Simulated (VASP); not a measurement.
# GaAs (rocksalt type) (Fm-3m) in VASP: single point with PBE

Aim: the single point of GaAs (rocksalt type) with PBE.

All numbers are computed with VASP 6.6.1; they aren't measurements. Logs are shortened: lines on timing, memory, paths and dates and some standing lists are left out, and cuts for length are marked.

## Step 1: The cell of the first run

It takes space group Fm-3m (No. 225, cubic). The conventional cell has a = 5.392 Å, b = 5.392 Å, c = 5.392 Å, α = 90.00°, β = 90.00°, γ = 90.00°. Ga (site symmetry m-3m) has 6 As at 2.70 Å within 3.6 Å. Within 3.6 Å of As (site symmetry m-3m) lie 6 Ga at 2.70 Å.

## Step 2: Single point, PBE

Input file INCAR:

```
SYSTEM = GaAs
PREC = Accurate ; ENCUT = 520
EDIFF = 1E-7 ; ISMEAR = -1
SIGMA = 0.05 ; LREAL = .False.
LASPH = .True. ; NELM = 100
ALGO = Normal ; ISIF = 2
LWAVE = .False. ; LCHARG = .False.
GGA = PE ; NBANDS = 16
```

Input file KPOINTS:

```
Automatic mesh
0
Gamma
  14 14 14
  0 0 0
```

Input file POSCAR:

```
GaAs
1.0
    0.0000000000      2.6957908143      2.6957908143
    2.6957908143      0.0000000000      2.6957908143
    2.6957908143      2.6957908143      0.0000000000
Ga As
1 1
Direct
    0.0000000000      0.0000000000      0.0000000000
    0.5000000000      0.5000000000      0.5000000000
```

Potentials or basis: VASP PAW PBE potentials, release 64 (Ga_d, As).

Command:

```sh
cat potpaw_PBE.64/Ga_d/POTCAR potpaw_PBE.64/As/POTCAR > POTCAR
mpirun -np 1 vasp_std > vasp.out
```

OUTCAR:

```text
SYSTEM = GaAs
   PREC = Accurate
   ENCUT = 520
   EDIFF = 1E-7
   ISMEAR = -1
   LREAL = .False.
   LASPH = .True.
   NELM = 100
   ISIF = 2
   GGA = PE

 ion  position               nearest neighbor table
   1  0.000  0.000  0.000-   2 2.70   2 2.70   2 2.70   2 2.70   2 2.70   2 2.70
   2  0.500  0.500  0.500-   1 2.70   1 2.70   1 2.70   1 2.70   1 2.70   1 2.70

  LATTYP: Found a face centered cubic cell.
 ALAT       =     5.3915816286

  Lattice vectors:

 A1 = (   0.0000000000,   2.6957908143,   2.6957908143)
 A2 = (   2.6957908143,   0.0000000000,   2.6957908143)
 A3 = (   2.6957908143,   2.6957908143,   0.0000000000)

Analysis of symmetry for initial positions (statically):
=====================================================================
 Subroutine PRICEL returns:
 Original cell was already a primitive cell.

 Routine SETGRP: Setting up the symmetry group for a
 face centered cubic supercell.

 Subroutine GETGRP returns: Found 48 space group operations
 (whereof 48 operations were pure point group operations)
 out of a pool of 48 trial point group operations.

The static configuration has the point symmetry O_h .

Analysis of symmetry for dynamics (positions and initial velocities):
=====================================================================
 Subroutine PRICEL returns:
 Original cell was already a primitive cell.

 Routine SETGRP: Setting up the symmetry group for a
 face centered cubic supercell.

 Subroutine GETGRP returns: Found 48 space group operations
 (whereof 48 operations were pure point group operations)
 out of a pool of 48 trial point group operations.

The dynamic configuration has the point symmetry O_h .

 Subroutine INISYM returns: Found 48 space group operations
 (whereof 48 operations are pure point group operations),
 and found     1 'primitive' translations

----------------------------------------------------------------------------------------

                                     Primitive cell

  volume of cell :      39.1822

  direct lattice vectors                    reciprocal lattice vectors
     0.000000000  2.695790814  2.695790814    -0.185474332  0.185474332  0.185474332
     2.695790814  0.000000000  2.695790814     0.185474332 -0.185474332  0.185474332
     2.695790814  2.695790814  0.000000000     0.185474332  0.185474332 -0.185474332
[... 74 lines left out ...]
 SYSTEM =  GaAs
   PREC   = accura    normal or accurate (medium, high low for compatibility)
   ISTART =      0    job   : 0-new  1-cont  2-samecut
   ICHARG =      2    charge: 1-file 2-atom 10-const
   ISPIN  =      1    spin polarized calculation?
   LNONCOLLINEAR =      F non collinear calculations
   LSORBIT =      F    spin-orbit coupling
   LASPH  =      T    aspherical Exc in radial PAW
   ENCUT  =  520.0 eV  38.22 Ry    6.18 a.u.   7.09  7.09  7.09*2*pi/ulx,y,z
   NELM   =    100;   NELMIN=  2; NELMDL= -5     # of ELM steps
   EDIFF  = 0.1E-06   stopping-criterion for ELM
   LREAL  =      F    real-space projection
   EDIFFG = 0.1E-05   stopping-criterion for IOM
   NSW    =      0    number of steps for IOM
   IBRION =     -1    ionic relax: 0-MD 1-quasi-New 2-CG
   NFREE  =      0    steps in history (QN), initial steepest desc. (CG)
   ISIF   =      2    stress and relaxation
   ISYM   =      2    0-nonsym 1-usesym 2-fastsym
   POTIM  = 0.5000    time-step for ionic-motion
   TEBEG  =    0.0;   TEEND  =   0.0 temperature during run
   PSTRESS=    0.0 pullay stress
   NELECT =      18.0000    total number of electrons
   NUPDOWN=      -1.0000    fix difference up-down
   EMIN   =  10.00;   EMAX   =-10.00  energy-range for DOS
   EFERMI =   0.00;   METHOD = LEGACY
   ISMEAR =    -1;   SIGMA  =   0.05  broadening in eV -4-tet -1-fermi 0-gaus
   EFERMI_NEDOS =   21; number of points for ismear=-14 and -15
   IALGO  =     38    algorithm
   IMIX   =      4    mixing-type and parameters
     AMIX     =   0.40;   BMIX     =  1.00
     AMIX_MAG =   1.60;   BMIX_MAG =  1.00
  volume/ion in A,a.u.               =      19.59       132.21
  Fermi-wavevector in a.u.,A,eV,Ry     =   1.263192  2.387087 21.710202  1.595655
  Thomas-Fermi vector in A             =   2.396562
   LORBIT       =      0    0 simple, 1 ext, 2 COOP (PROOUT), +10 PAW based schemes
   GGA     = PE    functional components
   LHFCALC =     F    Hartree Fock is set to
   AEXX    =    0.0000 exact exchange contribution
   IVDW    =     0    specifies the selected vdW correction
   LEPSILON=     F    determine dielectric tensor
   LRPA    =     F    only Hartree local field effects (RPA)
 non-spin polarized calculation
  energy-cutoff  :      520.00
  volume of cell :       39.18
 maximum number of plane-waves:      1067
   NGX = 15   NGY = 15   NGZ = 15

 number of electron      17.9999998 magnetization

 Free energy of the ion-electron system (eV)
  ---------------------------------------------------
  ext. energy  EPLUGINS =         0.00000000
  ---------------------------------------------------
  free energy    TOTEN  =        -7.62773700 eV

  energy without entropy =       -7.61520482  energy(sigma->0) =       -7.62147091

 E-fermi :   5.2087     XC(G=0): -10.6016

 val. band max:        5.1997590186   @ k =   0.2143   0.1429   0.0714
 cond. band min:       5.2163902483   @ k =   0.4286   0.2857   0.0714
 fundamental gap:      0.0166312297
 Fermi energy:         5.2087378324

 k-point     1 :       0.0000    0.0000    0.0000
  band No.  band energies     occupation
      1      -9.5481      2.00000
      2      -9.5481      2.00000
      3      -9.5286      2.00000
      4      -9.5286      2.00000
      5      -9.5286      2.00000
      6      -7.8620      2.00000
[... 433 lines left out ...]
      3      -9.5341      2.00000
      4      -9.5142      2.00000
      5      -9.5095      2.00000
      6      -6.8825      2.00000
[... 8 lines left out ...]
     15      15.7557      0.00000
     16      15.9796      0.00000

 [... further k-points ...]
[... 5 lines left out ...]
  --------------------------------------------------------------------------------------
  -------------------------------------------------------------------------------------
  Total        0.0504614      0.0504614      0.0504614     -0.0000000      0.0000000      0.0000000
  in kB        2.0633910      2.0633910      2.0633910     -0.0000000      0.0000000      0.0000000
  external PRESSURE =       2.0633910 kB  Pullay stress =       0.0000000 kB

 VOLUME and BASIS-vectors are now :
 -----------------------------------------------------------------------------
  energy-cutoff  :      520.00
  volume of cell :       39.18
      direct lattice vectors                 reciprocal lattice vectors
     0.000000000  2.695790814  2.695790814    -0.185474332  0.185474332  0.185474332
     2.695790814  0.000000000  2.695790814     0.185474332 -0.185474332  0.185474332
     2.695790814  2.695790814  0.000000000     0.185474332  0.185474332 -0.185474332

 POSITION                                       TOTAL-FORCE (eV/Angst)
 -----------------------------------------------------------------------------------
      0.00000      0.00000      0.00000        -0.000000     -0.000000     -0.000000
      2.69579      2.69579      2.69579         0.000000      0.000000      0.000000
 -----------------------------------------------------------------------------------
    total drift:                               -0.000000      0.000000      0.000000

  FREE ENERGIE OF THE ION-ELECTRON SYSTEM (eV)
  ---------------------------------------------------
  free  energy   TOTEN  =        -7.6277369981 eV

  energy  without entropy=       -7.6152048203  energy(sigma->0) =       -7.62147091
```

It took 25 s on 1 thread of Intel Xeon 6975P-C (Granite Rapids), shared host; peak memory 0.2 GiB.

Results:

- Free energy: -7.6277 eV
- Pressure: 0.2 GPa
- Band gap on the k mesh: zero (band 9 reaches 5.81 eV, above the bottom of band 10 at 2.71 eV)

Levels at points of the mesh, in eV from the Fermi level:
```
           k point  band 7  band 8  band 9  band 10  band 11  band 12
(0.00, 0.00, 0.00)   -0.12    0.05    0.05     0.05     7.33     7.33
(0.50, 0.00, 0.00)   -7.55    0.25    0.25     2.67     2.98     2.98
(0.50, 0.50, 0.00)   -5.44   -3.61   -2.50    -2.50     3.64    10.01
```
